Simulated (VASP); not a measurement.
A run of VASP 6.6.1:

File INCAR:

```
ALGO = Normal
EDIFF = 1E-6
ENCUT = 520
ISIF = 2
ISMEAR = -1
ISPIN = 2
LASPH = True
LCHARG = False
LMAXMIX = 4
LORBIT = 11
LREAL = False
LWAVE = False
MAGMOM = 4 0 0
NBANDS = 24
NELM = 150
PREC = Accurate
SIGMA = 0.05
```

KPOINTS

```
k-points
0
Gamma
  11 11 11
```

The input POSCAR:

```
MnO2
1.0
    1.4188477395      0.8191721243      4.5531659587
   -1.4188477395      0.8191721243      4.5531659587
    0.0000000000     -1.6383442487      4.5531659587
Mn O
1 2
Direct
    0.0000000000      0.0000000000      0.0000000000
    0.7356355100      0.7356355100      0.7356355100
    0.2643644900      0.2643644900      0.2643644900
```

Potentials or basis: VASP PAW LDA potentials, release 64 (Mn_pv, O).

The run is started by

```bash
$ cat potpaw_LDA.64/Mn_pv/POTCAR potpaw_LDA.64/O/POTCAR > POTCAR
$ mpirun -np 1 vasp_std > vasp.out
```

Hardware: 1 thread of Intel(R) Xeon(R) 6975P-C (Granite Rapids), with other jobs on the host.

Problem. Estimate the wall time of this run.

Solution. Run time: 2.5 min on 1 thread of Intel(R) Xeon(R) 6975P-C (Granite Rapids) (shared host), peak memory 0.29 GiB. Counts: scf iterations 15, k points 146.
